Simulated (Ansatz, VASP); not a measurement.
**Two plane-wave programs on GaP**

Contents of INCAR:

```
ALGO = Normal ; EDIFF = 1E-6
ENCUT = 500 ; GGA_COMPAT = False
ISIF = 2 ; ISMEAR = 0
LASPH = True ; LCHARG = True
LELF = True ; LREAL = False
LVHAR = True ; LWAVE = False
NBANDS = 16 ; NELM = 120
PREC = Accurate ; SIGMA = 0.02
```

The input KPOINTS:

```
k-points
0
Gamma
  10 10 10
```

Contents of POSCAR:

```
GaP
1.0
    0.0000000000      2.6956500631      2.6956500631
    2.6956500631      0.0000000000      2.6956500631
    2.6956500631      2.6956500631      0.0000000000
Ga P
1 1
Direct
    0.0000000000      0.0000000000      0.0000000000
    0.2500000000      0.2500000000      0.2500000000
```

Input for Ansatz:

```yaml
crystal:
  lattice:
    - [0.0, 2.6956500631, 2.6956500631]
    - [2.6956500631, 0.0, 2.6956500631]
    - [2.6956500631, 2.6956500631, 0.0]
  atoms:
    - { symbol: Ga, position: [0.0, 0.0, 0.0] }
    - { symbol: P, position: [0.25, 0.25, 0.25] }
basis:
  ecutwfc: 420
kpoints:
  mp_grid: { grid: [10, 10, 10] }
hamiltonian:
  xc: lda
scf:
  occupations: { method: gaussian, width: 0.02 }
  n_extra_bands: 12
output:
  forces: false
  stress: false
  eigenvalues: true
  optics: { e_range: [0, 14], sigma: 0.1, nscf_kmesh: { grid: [15, 15, 15] } }
```

Alike in both runs: task single point; functional LDA; k mesh 10 × 10 × 10; occupations gaussian, width 0.02 eV; no spin polarisation.

|  | VASP | Ansatz |
| --- | --- | --- |
| version | VASP 6.6.1 | Ansatz 0.2.0 |
| potentials or method | VASP PAW LDA potentials, release 64 (Ga_d, P), cutoff 500 eV | scalar-relativistic, plane waves, PAW |
| valence electrons in the cell | 18 | 18 |

|  | VASP | Ansatz | Ansatz less VASP |
| --- | --- | --- | --- |
| gap on the k mesh at the Fermi level (eV) | 1.40 | 1.40 | -0.002 |
| least direct gap on the mesh (eV) | 1.91 | 1.88 | -0.029 |

LDA's correlation is that of Perdew and Zunger in VASP and of Perdew and Wang (1992) in Ansatz.
